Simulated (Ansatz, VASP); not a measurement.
One calculation of C4N, two programs

Contents of INCAR:

```
SYSTEM = C4N
  PREC = Accurate
  ENCUT = 520
  EDIFF = 1E-6
  ISMEAR = 0
  SIGMA = 0.1
  LREAL = .FALSE.
  LASPH = .TRUE.
  NELM = 100
  ALGO = Normal
  ISIF = 2
  LWAVE = .FALSE.
  LCHARG = .FALSE.
  GGA = PE
  NBANDS = 18
```

File KPOINTS:

```
regular mesh
0
G
  6 6 2
  0 0 0
```

File POSCAR:

```
C4N
1.0
    2.7048096600      0.0000000000      0.0000000000
   -1.3524048300      2.3424338800      0.0000000000
    0.0000000000      0.0000000000      8.6972651000
C N
4 1
Direct
    0.3333333300      0.6666666700      0.8658552800
    0.3333333300      0.6666666700      0.3767953500
    0.6666666700      0.3333333300      0.1341447200
    0.6666666700      0.3333333300      0.6232046500
    0.0000000000      0.0000000000      0.0000000000
```

Input for Ansatz:

```yaml
crystal:
  lattice:
    - [2.70480966, 0.0, 0.0]
    - [-1.35240483, 2.34243388, 0.0]
    - [0.0, 0.0, 8.6972651]
  atoms:
    - { symbol: C, position: [0.33333333, 0.66666667, 0.86585528] }
    - { symbol: C, position: [0.33333333, 0.66666667, 0.37679535] }
    - { symbol: C, position: [0.66666667, 0.33333333, 0.13414472] }
    - { symbol: C, position: [0.66666667, 0.33333333, 0.62320465] }
    - { symbol: "N", position: [0.0, 0.0, 0.0] }
basis:
  ecutwfc: 420
kpoints:
  mp_grid: { grid: [6, 6, 2] }
hamiltonian:
  xc: pbe
scf:
  occupations: { method: gaussian, width: 0.1 }
  lower_state_search: "off"
output:
  forces: true
  stress: true
  eigenvalues: true
```

Change from the starting cell: species swapped into the Co4H type (P-3m1, No. 164).

Alike in both runs: task single point; functional PBE; k mesh 6 × 6 × 2; occupations gaussian, width 0.1 eV; no spin polarisation.

```csv
,VASP,Ansatz
version,VASP 6.6.1,Ansatz 0.2.0
potentials or method,"VASP PAW PBE potentials, release 64 (C, N), cutoff 520 eV","scalar-relativistic, plane waves, PAW"
valence electrons in the cell,21,21
```

```tsv
	VASP	Ansatz	Ansatz less VASP
gap on the k mesh at the Fermi level (eV)	none	none	-
rms of the force components (eV/Å)	0.708	0.711	+0.0027
```

Atom by atom the forces differ by 0.003 eV/Å (rms over components). A gap of «none» marks a metal or a gap that the smearing closes. The functional is the same, so the differences come from potentials, cutoffs and numerics.

The k mesh is coarse, so the values compare programs but aren't converged.
